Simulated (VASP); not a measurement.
# Fe3Pt2 (P-6m2) in VASP: single point with PBE

Aim: the single point of Fe3Pt2 with PBE.

Everything below comes from runs of VASP 6.6.1. Logs are shortened: lines on timing, memory, paths and dates and some standing lists are left out, and cuts for length are marked.

### Step 1. The cell of the first run

It takes space group P-6m2 (No. 187, hexagonal). The conventional cell has a = 2.695 Å, b = 2.695 Å, c = 21.816 Å, α = 90.00°, β = 90.00°, γ = 120.00°. Fe (site symmetry 3m) has 9 Fe at 2.60 to 2.69 Å and 3 Pt at 2.70 Å within 3.4 Å. Within 3.6 Å of Fe (site symmetry 3m) lie 6 Fe at 2.69 Å and 6 Pt at 2.70 Å. Within 3.6 Å of Fe (site symmetry -6m2) lie 6 Fe at 2.69 Å and 6 Pt at 2.70 Å. Within 3.4 Å of Fe (site symmetry -6m2) lie 12 Fe at 2.60 to 2.69 Å. Within 3.6 Å of Pt (site symmetry 3m) lie 6 Pt at 2.69 Å and 6 Fe at 2.70 Å. Pt (site symmetry 3m) has 6 Pt at 2.69 Å and 6 Fe at 2.70 Å within 3.6 Å.

### Step 2. Single point, PBE, collinear spin, ferromagnetic start

Contents of INCAR:

```
  ALGO = Normal
  EDIFF = 1E-7
  ENCUT = 520
  GGA = PE
  ISIF = 2
  ISMEAR = 0
  ISPIN = 2
  LASPH = T
  LCHARG = F
  LMAXMIX = 4
  LORBIT = 11
  LREAL = F
  LWAVE = F
  MAGMOM = 4 4 4 4 4 4 0 0 0 0
  NBANDS = 59
  NELM = 150
  PREC = Accurate
  SIGMA = 0.1
```

Contents of KPOINTS:

```
k-points
0
Gamma
  6 6 1
```

Contents of POSCAR:

```
Fe3Pt2
1.0
    2.6948890188      0.0000000000      0.0000000000
   -1.3474445094      2.3338423507      0.0000000000
    0.0000000000      0.0000000000     21.8160236666
Fe Pt
6 4
Direct
    0.3333333333      0.6666666667      0.9047784123
    0.3333333333      0.6666666667      0.0952215877
    0.3333333333      0.6666666667      0.2977612289
    0.3333333333      0.6666666667      0.5000000000
    0.3333333333      0.6666666667      0.7022387711
    0.6666666667      0.3333333333      0.0000000000
    0.6666666667      0.3333333333      0.1966114370
    0.6666666667      0.3333333333      0.3988861319
    0.6666666667      0.3333333333      0.6011138681
    0.6666666667      0.3333333333      0.8033885630
```

Potentials or basis: VASP PAW PBE potentials, release 64 (Fe, Pt).

Started as:

```bash
$ cat potpaw_PBE.64/Fe/POTCAR potpaw_PBE.64/Pt/POTCAR > POTCAR
$ mpirun -np 1 vasp_std > vasp.out
```

OUTCAR:

```text
EDIFF = 1E-7
   ENCUT = 520
   GGA = PE
   ISIF = 2
   ISMEAR = 0
   ISPIN = 2
   LASPH = T
   LORBIT = 11
   LREAL = F
   NELM = 150
   PREC = Accurate

 ion  position               nearest neighbor table
   1  0.333  0.667  0.905-   6 2.60   6 2.60   6 2.60  10 2.70  10 2.70  10 2.70
   2  0.333  0.667  0.095-   6 2.60   6 2.60   6 2.60   7 2.70   7 2.70   7 2.70
   3  0.333  0.667  0.298-   8 2.70   8 2.70   8 2.70   7 2.70   7 2.70   7 2.70
   4  0.333  0.667  0.500-   8 2.70   9 2.70   8 2.70   9 2.70   8 2.70   9 2.70
   5  0.333  0.667  0.702-   9 2.70   9 2.70   9 2.70  10 2.70  10 2.70  10 2.70
   6  0.667  0.333  0.000-   1 2.60   2 2.60   1 2.60   2 2.60   1 2.60   2 2.60
   7  0.667  0.333  0.197-   3 2.70   3 2.70   3 2.70   2 2.70   2 2.70   2 2.70
   8  0.667  0.333  0.399-   4 2.70   4 2.70   4 2.70   3 2.70   3 2.70   3 2.70
   9  0.667  0.333  0.601-   4 2.70   4 2.70   4 2.70   5 2.70   5 2.70   5 2.70
  10  0.667  0.333  0.803-   5 2.70   5 2.70   5 2.70   1 2.70   1 2.70   1 2.70

  LATTYP: Found a hexagonal cell.
 ALAT       =     2.6948890188
 C/A-ratio  =     8.0953328743

  Lattice vectors:

 A1 = (   2.6948890188,   0.0000000000,   0.0000000000)
 A2 = (  -1.3474445094,   2.3338423507,   0.0000000000)
 A3 = (   0.0000000000,   0.0000000000,  21.8160236666)

Analysis of symmetry for initial positions (statically):
=====================================================================
 Subroutine PRICEL returns:
 Original cell was already a primitive cell.

 Routine SETGRP: Setting up the symmetry group for a
 hexagonal supercell.

 Subroutine GETGRP returns: Found 12 space group operations
 (whereof 12 operations were pure point group operations)
 out of a pool of 24 trial point group operations.

The static configuration has the point symmetry D_3h.

Analysis of symmetry for dynamics (positions and initial velocities):
=====================================================================
 Subroutine PRICEL returns:
 Original cell was already a primitive cell.

 Routine SETGRP: Setting up the symmetry group for a
 hexagonal supercell.

 Subroutine GETGRP returns: Found 12 space group operations
 (whereof 12 operations were pure point group operations)
 out of a pool of 24 trial point group operations.

The dynamic configuration has the point symmetry D_3h.

Analysis of structural, dynamic, and magnetic symmetry:
=====================================================================
 Subroutine PRICEL returns:
 Original cell was already a primitive cell.
[... 156 lines left out ...]

 val. band max:        7.9592577726   @ k =   0.3333   0.0000   0.0000
 cond. band min:       7.9654362875   @ k =   0.1667   0.0000   0.0000
 fundamental gap:      0.0061785149
 Fermi energy:         7.9629536907

 spin component 1

 k-point     1 :       0.0000    0.0000    0.0000
  band No.  band energies     occupation
      1      -1.7241      1.00000
      2      -1.5002      1.00000
      3      -1.2464      1.00000
      4      -0.9233      1.00000
      5       0.5394      1.00000
      6       1.4188      1.00000
[... 402 lines left out ...]
     55      12.1753      0.00000
     56      12.3242      0.00000
 Fermi energy:         7.9629536907

 spin component 2

 k-point     1 :       0.0000    0.0000    0.0000
  band No.  band energies     occupation
      1      -1.6479      1.00000
      2      -1.4324      1.00000
      3      -1.1850      1.00000
      4      -0.8836      1.00000
      5       0.7297      1.00000
      6       1.6864      1.00000
[... 402 lines left out ...]
     55      13.3361      0.00000
     56      13.4433      0.00000
 [bands above 56 left out]

------------------------ aborting loop because EDIFF is reached ----------------------------------------

  FORCE on cell =-STRESS in cart. coord.  units (eV):
  Direction    XX          YY          ZZ          XY          YZ          ZX
  --------------------------------------------------------------------------------------
  -------------------------------------------------------------------------------------
  Total       -0.1797425     -0.1797425     -0.4321588     -0.0000000      0.0000000     -0.0000000
  in kB       -2.0988106     -2.0988106     -5.0462169     -0.0000000      0.0000000     -0.0000000
  external PRESSURE =      -3.0812794 kB  Pullay stress =       0.0000000 kB

 VOLUME and BASIS-vectors are now :
 -----------------------------------------------------------------------------
  energy-cutoff  :      520.00
  volume of cell :      137.21
      direct lattice vectors                 reciprocal lattice vectors
     2.694889019  0.000000000  0.000000000     0.371072795  0.214238978  0.000000000
    -1.347444509  2.333842351  0.000000000     0.000000000  0.428477956  0.000000000
     0.000000000  0.000000000 21.816023667     0.000000000  0.000000000  0.045837867

 POSITION                                       TOTAL-FORCE (eV/Angst)
 -----------------------------------------------------------------------------------
     -0.00000      1.55589     19.73867         0.000000     -0.000000      0.025651
     -0.00000      1.55589      2.07736         0.000000      0.000000     -0.025651
     -0.00000      1.55589      6.49597        -0.000000      0.000000     -0.005809
     -0.00000      1.55589     10.90801        -0.000000      0.000000     -0.000000
     -0.00000      1.55589     15.32006        -0.000000     -0.000000      0.005809
      1.34744      0.77795      0.00000         0.000000     -0.000000     -0.000000
      1.34744      0.77795      4.28928        -0.000000      0.000000      0.005242
      1.34744      0.77795      8.70211        -0.000000      0.000000     -0.000206
      1.34744      0.77795     13.11391         0.000000      0.000000      0.000206
      1.34744      0.77795     17.52674        -0.000000      0.000000     -0.005242
 -----------------------------------------------------------------------------------
    total drift:                               -0.000000      0.000000      0.000000

  FREE ENERGIE OF THE ION-ELECTRON SYSTEM (eV)
  ---------------------------------------------------
  free  energy   TOTEN  =       -74.5279454727 eV

  energy  without entropy=      -74.4906289352  energy(sigma->0) =      -74.50928720

 total charge

# of ion       s       p       d       tot
------------------------------------------
    1        0.423   0.420   6.160   7.003
    2        0.423   0.420   6.160   7.003
    3        0.404   0.420   6.156   6.981
    4        0.405   0.422   6.153   6.980
    5        0.404   0.420   6.156   6.981
    6        0.441   0.435   6.140   7.015
    7        0.711   0.677   8.051   9.439
    8        0.710   0.684   8.048   9.442
    9        0.710   0.684   8.048   9.442
   10        0.711   0.677   8.051   9.439
--------------------------------------------------
tot          5.342   5.259  69.125  79.726

 magnetization (x)

# of ion       s       p       d       tot
------------------------------------------
    1       -0.015  -0.035   2.779   2.728
    2       -0.015  -0.035   2.779   2.728
    3       -0.009  -0.026   2.874   2.839
    4       -0.009  -0.029   2.880   2.843
    5       -0.009  -0.026   2.874   2.839
    6       -0.017  -0.056   2.746   2.672
    7       -0.013  -0.054   0.279   0.212
    8       -0.013  -0.057   0.300   0.230
    9       -0.013  -0.057   0.300   0.230
   10       -0.013  -0.054   0.279   0.212
--------------------------------------------------
tot         -0.126  -0.431  18.090  17.533
```

OSZICAR:

```text
N       E                     dE             d eps       ncg     rms          rms(c)
DAV:   1     0.824382586702E+03    0.82438E+03   -0.38644E+04  1652   0.178E+03
DAV:   2     0.291225613992E+02   -0.79526E+03   -0.74785E+03  1673   0.413E+02
[... 31 lines left out ...]
DAV:  34    -0.745279453021E+02    0.21675E-05   -0.12085E-05  2436   0.336E-02    0.375E-02
DAV:  35    -0.745279456626E+02   -0.36047E-06   -0.10755E-05  2489   0.272E-02    0.234E-02
DAV:  36    -0.745279465130E+02   -0.85047E-06   -0.25453E-06  2101   0.113E-02    0.171E-02
DAV:  37    -0.745279461774E+02    0.33564E-06   -0.17091E-06  2317   0.120E-02    0.129E-02
DAV:  38    -0.745279454054E+02    0.77203E-06   -0.11945E-06  1752   0.112E-02    0.663E-03
DAV:  39    -0.745279454727E+02   -0.67358E-07   -0.42702E-07  1737   0.553E-03
   1 F= -.74527945E+02 E0= -.74509287E+02  d E =-.373165E-01  mag=    17.5018
```

It took 6.2 min on 1 thread of Intel Xeon Platinum 8375C at 2.90GHz (Ice Lake), shared host; peak memory 0.33 GiB.

What came out:

```
Free energy                                           : -74.5279 eV
Pressure                                              : -0.3 GPa
Largest force                                         : 0.026 eV/Å
Net moment                                            : 17.50 μB per cell
Site moments                                          : Fe +2.73, +2.84, +2.67 (each value once); Pt +0.21, +0.23 (each value once) μB
Valence electrons inside the program's atomic spheres : Fe 7.00, 6.98, 7.01 (each value once); Pt 9.44
```

Forces on the atoms (eV/Å):
```
Fe   0.000  0.000  0.026
Fe   0.000  0.000 -0.026
Fe   0.000  0.000 -0.006
Fe   0.000  0.000  0.000
Fe   0.000  0.000  0.006
Fe   0.000  0.000  0.000
Pt   0.000  0.000  0.005
Pt   0.000  0.000  0.000
Pt   0.000  0.000  0.000
Pt   0.000  0.000 -0.005
```

Stress tensor (GPa, compression positive):
```
-0.21  0.00  0.00
 0.00 -0.21  0.00
 0.00  0.00 -0.50
```

Levels at points of the mesh, in eV from the Fermi level:
Spin up:
```tsv
k point	band 51	band 52	band 53	band 54	band 55	band 56	band 57	band 58	band 59
(0.00, 0.00, 0.00)	-1.16	-0.98	-0.98	-0.91	-0.91	-0.86	-0.86	-0.86	-0.86
(0.50, 0.00, 0.00)	0.57	0.58	0.71	0.82	1.06	1.77	1.89	2.65	3.08
```
Spin down:
| k point | band 34 | band 35 | band 36 | band 37 | band 38 | band 39 | band 40 | band 41 |
| --- | --- | --- | --- | --- | --- | --- | --- | --- |
| (0.00, 0.00, 0.00) | -0.59 | -0.15 | -0.04 | -0.04 | -0.02 | 0.02 | 0.02 | 0.23 |
| (0.50, 0.00, 0.00) | 0.35 | 0.36 | 0.38 | 0.40 | 0.66 | 0.69 | 0.92 | 0.98 |

Caveat: the k points lie up to 0.45 Å⁻¹ apart; the highest band is partly filled, so the run has too few bands; spin-orbit coupling is left out, which moves the levels of the heavy elements.
